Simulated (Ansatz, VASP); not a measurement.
## GaIr2 in VASP and in Ansatz

```
CELL_PARAMETERS angstrom
0.00000 2.90198 2.90198
2.90198 0.00000 2.90198
2.90198 2.90198 0.00000
ATOMIC_POSITIONS crystal
Ga 0.50000 0.50000 0.50000
Ir 0.25000 0.25000 0.25000
Ir 0.75000 0.75000 0.75000
```

Alike in both runs: functional PBE; k mesh 14 × 14 × 14; occupations gaussian, width 0.1 eV; no spin polarisation.

Ansatz relaxed the structure, and its values are those at the end. VASP's run is a single point on that final structure, the one shown.

```csv
,VASP,Ansatz
version,VASP 6.6.1,Ansatz 0.2.0
potentials or method,"VASP PAW PBE potentials, release 64 (Ga_d, Ir), cutoff 520 eV","scalar-relativistic, plane waves, PAW"
valence electrons in the cell,31,47
```

|  | VASP | Ansatz | Ansatz less VASP |
| --- | --- | --- | --- |
| gap on the k mesh at the Fermi level (eV) | none | none | - |
| pressure (GPa) | 0.5 | 0.0 | -0.47 |

A gap of «none» marks a metal or a gap that the smearing closes. The functional is the same, so the differences come from potentials, cutoffs and numerics. VASP's potentials hold 31 valence electrons a cell and Ansatz's 47, so a difference there can come from the potentials and not from the codes.

Spin-orbit coupling is off throughout.
